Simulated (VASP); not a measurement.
A run of VASP 6.6.1 is set up as follows.

File POSCAR:

```
BiTe
1.0
    0.0000000000      3.2802041284      3.2802041284
    3.2802041284      0.0000000000      3.2802041284
    3.2802041284      3.2802041284      0.0000000000
Bi Te
1 1
Direct
    0.0000000000      0.0000000000      0.0000000000
    0.5000000000      0.5000000000      0.5000000000
```

File INCAR.step1:

```
SYSTEM = BiTe
  PREC = Accurate
  ENCUT = 520
  ISMEAR = -1
  SIGMA = 0.05
  LREAL = .False.
  LASPH = .True.
  NELM = 100
  NBANDS = 18
  GGA = PE
  ALGO = Normal
  EDIFF = 1E-4
  LWAVE = .True.
  LCHARG = .False.
```

The input INCAR.step2:

```
SYSTEM = BiTe
  PREC = Accurate
  ENCUT = 520
  EDIFF = 1E-8
  ISMEAR = -1
  SIGMA = 0.05
  LREAL = .False.
  LASPH = .True.
  NELM = 100
  ALGO = Normal
  ISIF = 2
  LWAVE = .False.
  LCHARG = .False.
  METAGGA = R2SCAN
  LMIXTAU = .True.
  LEFG = .True.
  NBANDS = 18
  ISTART = 1
```

Contents of KPOINTS:

```
Automatic mesh
0
Gamma
  10 10 10
  0 0 0
```

Potentials or basis: VASP PAW PBE potentials, release 64 (Bi_d, Te).

Launch:

```sh
$ cat potpaw_PBE.64/Bi_d/POTCAR potpaw_PBE.64/Te/POTCAR > POTCAR
$ cp INCAR.step1 INCAR
$ mpirun -np 1 vasp_std > vasp.out
$ cp INCAR.step2 INCAR
$ mpirun -np 1 vasp_std > vasp.out
```

**Question.** What does it give for the pressure?

**Answer.** -2.0 GPa.

**Question.** Estimate the band gap on the k mesh.

**Answer.** Zero (an odd number of electrons rules out a gap without spin polarisation).

Caveat: the PAW data sets were made with another functional, which shifts forces and pressure a little; spin-orbit coupling is left out, which moves the levels of the heavy elements.
